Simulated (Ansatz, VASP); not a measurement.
# F: VASP beside Ansatz

```xyz
2
Lattice="2.8840 0.0000 0.0000 -1.4420 2.4976 0.0000 0.0000 0.0000 2.9011" Properties=species:S:1:pos:R:3 pbc="T T T"
F     0.0000    1.6651    0.7253
F     1.4420    0.8325    2.1758
```

Change from the starting cell: volume scaled by 0.98, PAW files.

Alike in both runs: task electric field gradients; functional PBE; k mesh 19 × 19 × 10; occupations fermi-dirac, width 0.08 eV; no spin polarisation.

|  | VASP | Ansatz |
| --- | --- | --- |
| version | VASP 6.6.1 | Ansatz 0.2.0 |
| potentials or method | VASP PAW PBE potentials, release 64 (F) | PAW with Ansatz's default frozen-core files, scalar-relativistic |
| plane-wave cutoff (eV) | 520 | 420 |
| valence electrons in the cell | 14 | 14 |

Ansatz gave:

```
pressure (GPa)                                                : 1.2
traceless stress, the component that is largest in VASP (GPa) : 0.30
size of Vzz on the site where it differs most (V/Å²)          : 92.1
```

Which values does VASP return?

Pressure (GPa): 0.5; traceless stress, the component that is largest in VASP (GPa): 0.28; size of Vzz on the site where it differs most (V/Å²): 93.5.

The functional is the same, so the differences come from potentials, cutoffs and numerics.
